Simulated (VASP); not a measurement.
A run of VASP 6.6.1:

File INCAR:

```
AGGAC    = 1.0          
AGGAX    = 1.0          
ALDAC    = 0.0          
ALDAX    = 1.0          
ALGO     = Normal         # electronic algorithm
EDIFF    = 1E-6           # SCF threshold, eV
ENCUT    = 520            # plane-wave cutoff, eV
GGA      = B5             # functional
ISIF     = 2              # what is computed and relaxed
ISMEAR   = -1             # smearing method
IVDW     = 13             # dispersion correction
LASPH    = True           # aspherical terms in the spheres
LCHARG   = True           # write CHGCAR
LELF     = True           # ELF
LREAL    = False          # projectors in reciprocal space
LVHAR    = True         
LWAVE    = False          # write WAVECAR
NBANDS   = 28             # bands
NELM     = 80             # most SCF steps
PREC     = Accurate       # precision mode
SIGMA    = 0.05           # smearing width, eV
VDW_A1   = 0.44488865   
VDW_A2   = 4.0933009    
VDW_S6   = 1.0          
VDW_S8   = 2.34076671
```

Contents of KPOINTS:

```
k-points
0
Gamma
  7 7 7
```

The input POSCAR:

```
BaTiO3
1.0
    3.9828050450      0.0000000000      0.0000000000
    0.0000000000      3.9828050450      0.0000000000
    0.0000000000      0.0000000000      4.2151534142
Ba Ti O
1 1 3
Direct
    0.0000000000      0.0000000000     -0.0126666419
    0.5000000000      0.5000000000      0.4715614113
    0.0000000000      0.5000000000      0.5211588422
    0.5000000000      0.0000000000      0.5211588422
    0.5000000000      0.5000000000      0.0417875463
```

Potentials or basis: VASP PAW PBE potentials, release 64 (Ba_sv, Ti_sv, O).

The run is started by

```bash
$ cat potpaw_PBE.64/Ba_sv/POTCAR potpaw_PBE.64/Ti_sv/POTCAR potpaw_PBE.64/O/POTCAR > POTCAR
$ mpirun -np 1 vasp_std > vasp.out
```

Hardware: 1 thread of AMD EPYC 9R45 96-Core Processor (Zen 5), with other jobs on the host.

Question: Estimate the wall time of this run.

Answer: Wall time 52 s on 1 thread of AMD EPYC 9R45 96-Core Processor (Zen 5), with other jobs on the host, peak memory 0.19 GiB. Counts: scf iterations 16, k points 40.
